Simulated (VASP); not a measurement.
# Rb3Sb2P3 (Pm-3m) in VASP: further runs

Runs on Rb3Sb2P3. Level: PBE. Tasks: single point, relaxation of cell and atoms.

Program: VASP 6.6.1. These are calculated values, not measurements. Logs are shortened: lines on timing, memory, paths and dates and some standing lists are left out, and cuts for length are marked.

## (1) The cell of the first run

It takes space group Pm-3m (No. 221, cubic). The conventional cell has a = 6.568 Å, b = 6.568 Å, c = 6.568 Å, α = 90.00°, β = 90.00°, γ = 90.00°. Within 4.3 Å of Rb (site symmetry 4/mmm) lie 2 Sb at 3.28 Å and 4 P at 3.28 Å. Sb (site symmetry m-3m) has 6 P at 3.28 Å within 4.3 Å. Within 4.3 Å of Sb (site symmetry m-3m) lie 6 Rb at 3.28 Å. Within 4.3 Å of P (site symmetry 4/mmm) lie 4 Rb at 3.28 Å and 2 Sb at 3.28 Å.

The cell was generated, and may not be a known phase.

## (2) Single point, PBE

Contents of INCAR:

```
SYSTEM = Rb3Sb2P3
ALGO = Normal
EDIFF = 1E-6
ENCUT = 520
GGA = PE
ISIF = 2
ISMEAR = 0
LASPH = .TRUE.
LCHARG = .FALSE.
LREAL = .FALSE.
LWAVE = .FALSE.
NBANDS = 36
NELM = 100
PREC = Accurate
SIGMA = 0.1
```

Contents of KPOINTS:

```
k-points
0
G
  6 6 6
  0 0 0
```

Contents of POSCAR:

```
Rb3Sb2P3
1.0
    6.5684891353      0.0000000000      0.0000000000
    0.0000000000      6.5684891353      0.0000000000
    0.0000000000      0.0000000000      6.5684891353
Rb Sb P
3 2 3
Direct
    0.5000000000      0.0000000000      0.0000000000
    0.0000000000      0.5000000000      0.0000000000
    0.0000000000      0.0000000000      0.5000000000
    0.5000000000      0.5000000000      0.5000000000
    0.0000000000      0.0000000000      0.0000000000
    0.0000000000      0.5000000000      0.5000000000
    0.5000000000      0.0000000000      0.5000000000
    0.5000000000      0.5000000000      0.0000000000
```

Potentials or basis: VASP PAW PBE potentials, release 64 (Rb_sv, Sb, P).

Launch:

```
$ cat potpaw_PBE.64/Rb_sv/POTCAR potpaw_PBE.64/Sb/POTCAR potpaw_PBE.64/P/POTCAR > POTCAR
$ mpirun -np 1 vasp_std > vasp.out
```

OUTCAR:

```text
SYSTEM = Rb3Sb2P3
   EDIFF = 1E-6
   ENCUT = 520
   GGA = PE
   ISIF = 2
   ISMEAR = 0
   LASPH = .TRUE.
   LREAL = .FALSE.
   NELM = 100
   PREC = Accurate

 ion  position               nearest neighbor table
   1  0.500  0.000  0.000-   5 3.28   7 3.28   8 3.28   7 3.28   8 3.28   5 3.28   3 4.64   4 4.64
                             2 4.64   2 4.64   4 4.64   3 4.64   4 4.64   2 4.64   3 4.64   4 4.64
   2  0.000  0.500  0.000-   5 3.28   6 3.28   8 3.28   6 3.28   5 3.28   8 3.28   3 4.64   4 4.64
                             1 4.64   1 4.64   3 4.64   3 4.64   3 4.64   1 4.64   4 4.64   4 4.64
   3  0.000  0.000  0.500-   5 3.28   6 3.28   7 3.28   5 3.28   6 3.28   7 3.28   1 4.64   2 4.64
                             1 4.64   2 4.64   4 4.64   2 4.64   2 4.64   1 4.64   4 4.64   4 4.64
   4  0.500  0.500  0.500-   6 3.28   7 3.28   8 3.28   8 3.28   7 3.28   6 3.28   1 4.64   2 4.64
                             1 4.64   1 4.64   3 4.64   2 4.64   1 4.64   2 4.64   3 4.64   3 4.64
   5  0.000  0.000  0.000-   1 3.28   2 3.28   3 3.28   3 3.28   2 3.28   1 3.28
   6  0.000  0.500  0.500-   2 3.28   3 3.28   4 3.28   2 3.28   3 3.28   4 3.28
   7  0.500  0.000  0.500-   1 3.28   3 3.28   4 3.28   1 3.28   4 3.28   3 3.28
   8  0.500  0.500  0.000-   1 3.28   2 3.28   4 3.28   4 3.28   1 3.28   2 3.28

  LATTYP: Found a simple cubic cell.
 ALAT       =     6.5684891353

  Lattice vectors:

 A1 = (   6.5684891353,   0.0000000000,   0.0000000000)
 A2 = (   0.0000000000,   6.5684891353,   0.0000000000)
 A3 = (   0.0000000000,   0.0000000000,   6.5684891353)

Analysis of symmetry for initial positions (statically):
=====================================================================
 Subroutine PRICEL returns:
 Original cell was already a primitive cell.

 Routine SETGRP: Setting up the symmetry group for a
 simple cubic supercell.

 Subroutine GETGRP returns: Found 48 space group operations
 (whereof 48 operations were pure point group operations)
 out of a pool of 48 trial point group operations.

The static configuration has the point symmetry O_h .

Analysis of symmetry for dynamics (positions and initial velocities):
=====================================================================
 Subroutine PRICEL returns:
 Original cell was already a primitive cell.

 Routine SETGRP: Setting up the symmetry group for a
 simple cubic supercell.

 Subroutine GETGRP returns: Found 48 space group operations
 (whereof 48 operations were pure point group operations)
 out of a pool of 48 trial point group operations.

The dynamic configuration has the point symmetry O_h .

 Subroutine INISYM returns: Found 48 space group operations
 (whereof 48 operations are pure point group operations),
 and found     1 'primitive' translations

----------------------------------------------------------------------------------------

                                     Primitive cell

  volume of cell :     283.3978

  direct lattice vectors                    reciprocal lattice vectors
     6.568489135  0.000000000  0.000000000     0.152242012  0.000000000  0.000000000
     0.000000000  6.568489135  0.000000000     0.000000000  0.152242012  0.000000000
     0.000000000  0.000000000  6.568489135     0.000000000  0.000000000  0.152242012

  length of vectors
     6.568489135  6.568489135  6.568489135     0.152242012  0.152242012  0.152242012

  position of ions in fractional coordinates (direct lattice)
     0.500000000  0.000000000  0.000000000
     0.000000000  0.500000000  0.000000000
     0.000000000  0.000000000  0.500000000
     0.500000000  0.500000000  0.500000000
     0.000000000  0.000000000  0.000000000
     0.000000000  0.500000000  0.500000000
     0.500000000  0.000000000  0.500000000
     0.500000000  0.500000000  0.000000000

  ion indices of the primitive-cell ions
   primitive index   ion index
                 1           1
                 2           2
                 3           3
                 4           4
                 5           5
                 6           6
[... 48 lines left out ...]
   GGA     = PE    functional components
   LHFCALC =     F    Hartree Fock is set to
   AEXX    =    0.0000 exact exchange contribution
   IVDW    =     0    specifies the selected vdW correction
   LEPSILON=     F    determine dielectric tensor
   LRPA    =     F    only Hartree local field effects (RPA)
 non-spin polarized calculation
 Gauss-broadening in eV      SIGMA  =   0.10
  energy-cutoff  :      520.00
  volume of cell :      283.40
 maximum number of plane-waves:      7689
 NGX is ok and might be reduce to    50
   NGX = 25   NGY = 25   NGZ = 25

 number of electron      52.0000007 magnetization

 Free energy of the ion-electron system (eV)
  ---------------------------------------------------
  ext. energy  EPLUGINS =         0.00000000
  ---------------------------------------------------
  free energy    TOTEN  =       -20.61837718 eV

  energy without entropy =      -20.49483837  energy(sigma->0) =      -20.55660777

 E-fermi :   1.5679     XC(G=0):  -8.1221

 val. band max:        1.5664036733   @ k =   0.1667   0.1667   0.1667
 cond. band min:       1.5686813215   @ k =   0.5000   0.5000   0.1667
 fundamental gap:      0.0022776482
 Fermi energy:         1.5678587987

 k-point     1 :       0.0000    0.0000    0.0000
  band No.  band energies     occupation
      1     -24.2602      2.00000
      2     -24.2411      2.00000
      3     -24.2411      2.00000
      4      -8.7045      2.00000
      5      -8.7045      2.00000
      6      -8.7045      2.00000
[... 28 lines left out ...]
     35       5.1839      0.00000
     36       6.1550      0.00000

 k-point     2 :       0.1667    0.0000    0.0000
  band No.  band energies     occupation
      1     -24.2591      2.00000
      2     -24.2422      2.00000
      3     -24.2410      2.00000
      4      -8.7453      2.00000
      5      -8.6980      2.00000
      6      -8.6980      2.00000
[... 28 lines left out ...]
     35       5.2030      0.00000
     36       6.4437      0.00000
[... 661 lines left out ...]
     35       7.2932      0.00000
     36       7.4667      0.00000

 k-point    20 :       0.5000    0.5000    0.5000
  band No.  band energies     occupation
      1     -24.2472      2.00000
      2     -24.2472      2.00000
      3     -24.2472      2.00000
      4      -9.3010      2.00000
      5      -8.8559      2.00000
      6      -8.8559      2.00000
[... 28 lines left out ...]
     35       7.4617      0.00000
     36       7.4617      0.00000

------------------------ aborting loop because EDIFF is reached ----------------------------------------

  FORCE on cell =-STRESS in cart. coord.  units (eV):
  Direction    XX          YY          ZZ          XY          YZ          ZX
  --------------------------------------------------------------------------------------
  -------------------------------------------------------------------------------------
  Total        0.0991316      0.0991316      0.0991316      0.0000000      0.0000000      0.0000000
  in kB        0.5604363      0.5604363      0.5604363      0.0000000      0.0000000      0.0000000
  external PRESSURE =       0.5604363 kB  Pullay stress =       0.0000000 kB

 VOLUME and BASIS-vectors are now :
 -----------------------------------------------------------------------------
  energy-cutoff  :      520.00
  volume of cell :      283.40
      direct lattice vectors                 reciprocal lattice vectors
     6.568489135  0.000000000  0.000000000     0.152242012  0.000000000  0.000000000
     0.000000000  6.568489135  0.000000000     0.000000000  0.152242012  0.000000000
     0.000000000  0.000000000  6.568489135     0.000000000  0.000000000  0.152242012

 POSITION                                       TOTAL-FORCE (eV/Angst)
 -----------------------------------------------------------------------------------
      3.28424      0.00000      0.00000         0.000000      0.000000      0.000000
      0.00000      3.28424      0.00000         0.000000      0.000000      0.000000
      0.00000      0.00000      3.28424         0.000000      0.000000      0.000000
      3.28424      3.28424      3.28424         0.000000      0.000000      0.000000
      0.00000      0.00000      0.00000         0.000000      0.000000      0.000000
      0.00000      3.28424      3.28424         0.000000      0.000000      0.000000
      3.28424      0.00000      3.28424         0.000000      0.000000      0.000000
      3.28424      3.28424      0.00000         0.000000      0.000000      0.000000
 -----------------------------------------------------------------------------------
    total drift:                                0.000000      0.000000     -0.000000

  FREE ENERGIE OF THE ION-ELECTRON SYSTEM (eV)
  ---------------------------------------------------
  free  energy   TOTEN  =       -20.6183771758 eV

  energy  without entropy=      -20.4948383691  energy(sigma->0) =      -20.55660777
```

Run time: 4.9 min. Hardware: 1 thread of Intel Xeon Platinum 8375C at 2.90GHz (Ice Lake), shared host; peak memory 0.45 GiB.

What came out:

```yaml
Free_energy: -20.6184 eV
Pressure: 0.1 GPa
Band_gap_on_the_k_mesh: zero (bands 26 and 27 overlap by 0.34 eV)
```

Caveat: semilocal functionals underestimate gaps, and a narrow one can read as zero; spin-orbit coupling is left out, which moves the levels of the heavy elements.

## (3) Relaxation of cell and atoms, PBE

This run uses another cell than the first one, of 35.22 Å³/atom.

Contents of INCAR:

```
SYSTEM = Rb3Sb2P3
ALGO = Normal
EDIFF = 1E-7
EDIFFG = -0.01
ENCUT = 600
GGA = PE
IBRION = 2
ISIF = 3
ISMEAR = 0
LASPH = .True.
LCHARG = .False.
LREAL = .False.
LWAVE = .False.
NELM = 100
NSW = 100
PREC = Accurate
SIGMA = 0.1
```

Contents of KPOINTS:

```
k-points
0
Gamma
  6 6 6
  0 0 0
```

Changes to POSCAR since step 2:

```diff
@@ -2,5 +2,5 @@
 1.0
-    6.5684891353      0.0000000000      0.0000000000
-    0.0000000000      6.5684891353      0.0000000000
-    0.0000000000      0.0000000000      6.5684891353
+    6.5560909818      0.0000000000      0.0000000000
+    0.0000000000      6.5560909818      0.0000000000
+    0.0000000000      0.0000000000      6.5560909818
 Rb Sb P
```

Potentials or basis: VASP PAW PBE potentials, release 64 (Rb_sv, Sb, P).

Launch:

```
$ cat potpaw_PBE.64/Rb_sv/POTCAR potpaw_PBE.64/Sb/POTCAR potpaw_PBE.64/P/POTCAR > POTCAR
$ mpirun -np 1 vasp_std > vasp.out
```

It took 13 min on 1 thread of Intel Xeon Platinum 8375C at 2.90GHz (Ice Lake), shared host; peak memory 0.53 GiB.

It converged, with:

| Quantity | Value |
| --- | --- |
| Free energy | -20.6186 eV |
| Relaxed volume | 35.54 Å³/atom |
| Relaxed cell | a = 6.576 Å, b = 6.576 Å, c = 6.576 Å, α = 90.00°, β = 90.00°, γ = 90.00° |
| Space group after relaxing (to 0.1 Å) | Pm-3m (No. 221) |
| Energy gained by relaxing | 0.2 meV/atom |
| Ionic steps | 3 |
| Pressure after relaxing | 0.0 GPa |
| Band gap on the k mesh | zero (bands 26 and 27 overlap by 0.33 eV) |

The path:
| step | energy change (eV) | largest force (eV/Å) | pressure (GPa) | volume (Å³) |
| --- | --- | --- | --- | --- |
| 1 | 0.0000 | 0.0000 | 0.17 | 281.80 |
| 2 | -0.0011 | 0.0000 | 0.06 | 283.34 |
| 3 | -0.0013 | 0.0000 | 0.00 | 284.33 |

Final structure:
```yaml
crystal:
  lattice:
    - [6.57570, 0.00000, 0.00000]
    - [0.00000, 6.57570, 0.00000]
    - [0.00000, 0.00000, 6.57570]
  atoms:
    - { symbol: Rb, position: [0.50000, 0.00000, 0.00000] }
    - { symbol: Rb, position: [0.00000, 0.50000, 0.00000] }
    - { symbol: Rb, position: [0.00000, 0.00000, 0.50000] }
    - { symbol: Sb, position: [0.50000, 0.50000, 0.50000] }
    - { symbol: Sb, position: [0.00000, 0.00000, 0.00000] }
    - { symbol: P, position: [0.00000, 0.50000, 0.50000] }
    - { symbol: P, position: [0.50000, 0.00000, 0.50000] }
    - { symbol: P, position: [0.50000, 0.50000, 0.00000] }
```

Levels at points of the mesh, in eV from the Fermi level:
| k point | band 21 | band 22 | band 23 | band 24 | band 25 | band 26 | band 27 | band 28 | band 29 | band 30 |
| --- | --- | --- | --- | --- | --- | --- | --- | --- | --- | --- |
| (0.00, 0.00, 0.00) | -0.11 | -0.11 | -0.11 | 0.19 | 0.19 | 0.19 | 0.73 | 0.73 | 0.73 | 3.29 |
| (0.50, 0.00, 0.00) | -0.69 | -0.47 | -0.25 | -0.25 | 0.07 | 0.11 | 0.11 | 0.51 | 0.51 | 0.85 |
| (0.50, 0.50, 0.00) | -1.02 | -0.33 | -0.33 | -0.17 | -0.14 | -0.08 | -0.08 | 0.06 | 0.10 | 0.59 |
| (0.50, 0.50, 0.50) | -0.23 | -0.23 | -0.23 | -0.19 | -0.19 | -0.14 | -0.14 | -0.14 | 0.08 | 0.08 |

Caveat: the highest band is partly filled, so the run has too few bands; semilocal functionals underestimate gaps, and a narrow one can read as zero; spin-orbit coupling is left out, which moves the levels of the heavy elements.

## (4) Single point, PBE

This run uses another cell than the first one, of 35.22 Å³/atom.

Contents of INCAR:

```
SYSTEM = Rb3Sb2P3
PREC = Accurate
ENCUT = 520
EDIFF = 1E-6
ISMEAR = 0
SIGMA = 0.1
LREAL = .False.
LASPH = .True.
NELM = 100
ALGO = Normal
ISIF = 2
LWAVE = .False.
LCHARG = .False.
GGA = PE
NBANDS = 36
```

Contents of KPOINTS:

```
Automatic mesh
0
Gamma
  2 2 2
  0 0 0
```

POSCAR is that of step 3.

Launch:

```
$ cat potpaw_PBE.64/Rb_sv/POTCAR potpaw_PBE.64/Sb/POTCAR potpaw_PBE.64/P/POTCAR > POTCAR
$ mpirun -np 1 vasp_std > vasp.out
```

It took 80 s on 1 thread of Intel Xeon Platinum 8375C at 2.90GHz (Ice Lake), shared host; peak memory 0.35 GiB.

Results (log left out):

```yaml
Free_energy: -19.8154 eV
Pressure: -0.1 GPa
Band_gap_on_the_k_mesh: zero (bands 26 and 27 overlap by 0.32 eV)
```

Levels at points of the mesh, in eV from the Fermi level:
```csv
k point,band 22,band 23,band 24,band 25,band 26,band 27,band 28,band 29
"(0.00, 0.00, 0.00)",-0.12,-0.12,0.17,0.17,0.17,0.74,0.74,0.74
"(0.50, 0.00, 0.00)",-0.52,-0.27,-0.27,0.03,0.08,0.08,0.51,0.51
"(0.50, 0.50, 0.00)",-0.36,-0.36,-0.22,-0.18,-0.12,-0.12,0.07,0.07
"(0.50, 0.50, 0.50)",-0.27,-0.27,-0.23,-0.23,-0.16,-0.16,-0.16,-0.02
```

Caveat: the k points lie up to 0.48 Å⁻¹ apart; semilocal functionals underestimate gaps, and a narrow one can read as zero; spin-orbit coupling is left out, which moves the levels of the heavy elements.

## (5) Relaxation of cell and atoms, PBE

This run uses another cell than the first one, of 57.55 Å³/atom.

Contents of INCAR:

```
SYSTEM = Rb3Sb2P3
  PREC = Accurate
  ENCUT = 600
  EDIFF = 1E-7
  ISMEAR = 0
  SIGMA = 0.1
  LREAL = .FALSE.
  LASPH = .TRUE.
  NELM = 100
  ALGO = Normal
  ISIF = 3
  LWAVE = .FALSE.
  LCHARG = .FALSE.
  GGA = PE
  IBRION = 2
  NSW = 90
  EDIFFG = -0.04
```

Contents of KPOINTS:

```
Automatic mesh
0
G
  2 2 2
  0 0 0
```

Changes to POSCAR since step 4:

```diff
@@ -2,5 +2,5 @@
 1.0
-    6.5560909818      0.0000000000      0.0000000000
-    0.0000000000      6.5560909818      0.0000000000
-    0.0000000000      0.0000000000      6.5560909818
+    7.7215782200      0.0000000000      0.0000000000
+    0.0000000000      7.7215782200      0.0000000000
+    0.0000000000      0.0000000000      7.7215782200
 Rb Sb P
```

Launch:

```
$ cat potpaw_PBE.64/Rb_sv/POTCAR potpaw_PBE.64/Sb/POTCAR potpaw_PBE.64/P/POTCAR > POTCAR
$ mpirun -np 1 vasp_std > vasp.out
```

It took 16 min on 1 thread of Intel Xeon Platinum 8375C at 2.90GHz (Ice Lake), shared host; peak memory 0.68 GiB.

Results (log left out):

| Item | Value |
| --- | --- |
| Free energy | -19.7573 eV |
| Relaxed volume | 35.32 Å³/atom |
| Relaxed cell | a = 6.562 Å, b = 6.562 Å, c = 6.562 Å, α = 90.00°, β = 90.00°, γ = 90.00° |
| Space group after relaxing (to 0.1 Å) | Pm-3m (No. 221) |
| Energy gained by relaxing | 292.3 meV/atom |
| Ionic steps | 6 |
| Pressure after relaxing | 0.0 GPa |
| Band gap on the k mesh | zero (bands 26 and 27 overlap by 0.31 eV) |

The path:
```tsv
step	energy change (eV)	largest force (eV/Å)	pressure (GPa)	volume (Å³)
1	0.0000	0.0000	-2.73	460.38
2	-1.0518	0.0000	-2.62	398.10
3	-1.9807	0.0000	3.69	245.40
4	-2.2177	0.0000	-1.28	310.24
5	-2.3306	0.0000	-0.38	289.40
6	-2.3383	0.0000	0.03	282.52
```

Final structure:
```cif
data_structure
_symmetry_space_group_name_H-M 'P 1'
_symmetry_Int_Tables_number 1
_cell_length_a 6.5617
_cell_length_b 6.5617
_cell_length_c 6.5617
_cell_angle_alpha 90.000
_cell_angle_beta 90.000
_cell_angle_gamma 90.000
_cell_volume 282.52
loop_
_atom_site_label
_atom_site_type_symbol
_atom_site_fract_x
_atom_site_fract_y
_atom_site_fract_z
_atom_site_occupancy
Rb1 Rb 0.50000 0.00000 0.00000 1
Rb2 Rb 0.00000 0.50000 0.00000 1
Rb3 Rb 0.00000 0.00000 0.50000 1
Sb1 Sb 0.50000 0.50000 0.50000 1
Sb2 Sb 0.00000 0.00000 0.00000 1
P1 P 0.00000 0.50000 0.50000 1
P2 P 0.50000 0.00000 0.50000 1
P3 P 0.50000 0.50000 0.00000 1
```

Levels at points of the mesh, in eV from the Fermi level:
```
           k point  band 22  band 23  band 24  band 25  band 26  band 27  band 28  band 29
(0.00, 0.00, 0.00)    -0.13    -0.13     0.16     0.16     0.16     0.73     0.73     0.73
(0.50, 0.00, 0.00)    -0.52    -0.27    -0.27     0.01     0.07     0.07     0.50     0.50
(0.50, 0.50, 0.00)    -0.36    -0.36    -0.22    -0.20    -0.12    -0.12     0.05     0.07
(0.50, 0.50, 0.50)    -0.27    -0.27    -0.25    -0.16    -0.16    -0.16    -0.02    -0.02
```

Caveat: the k points lie up to 0.48 Å⁻¹ apart in the final cell; the volume moved by over 15 % at a fixed basis, so the end points are rough; the highest band is partly filled, so the run has too few bands; semilocal functionals underestimate gaps, and a narrow one can read as zero; spin-orbit coupling is left out, which moves the levels of the heavy elements.

## (6) The runs side by side

```tsv
task	cell	k mesh	cutoff (eV)	gap on the mesh (eV)	pressure (GPa)	relaxed volume (Å³/atom)
single point	a = 6.568 Å, 8 atoms	6 × 6 × 6	520	none	0.1	-
relaxation of cell and atoms	relaxed from a = 6.556 Å, 8 atoms	6 × 6 × 6	600	none	0.0	35.54
single point	a = 6.556 Å, 8 atoms	2 × 2 × 2	520	none	-0.1	-
relaxation of cell and atoms	relaxed from a = 7.722 Å, 8 atoms	2 × 2 × 2	600	none	0.0	35.32
```

Alike in all rows: level PBE; potentials or basis VASP PAW PBE potentials, release 64 (Rb_sv, Sb, P); no spin polarisation; smearing gaussian 0.1 eV.

Caveats: some runs use coarse meshes; semilocal functionals underestimate gaps, and a narrow one can read as zero; spin-orbit coupling is left out, which moves the levels of the heavy elements; the highest band is partly filled, so the run has too few bands (at least some runs); the volume moved by over 15 % at a fixed basis, so the end points are rough (at least some runs).

Total energies depend on the potentials used, so only differences within one code and one set of settings carry meaning.

The gap in the log of VASP goes by the Fermi energy; the results here count the filled bands.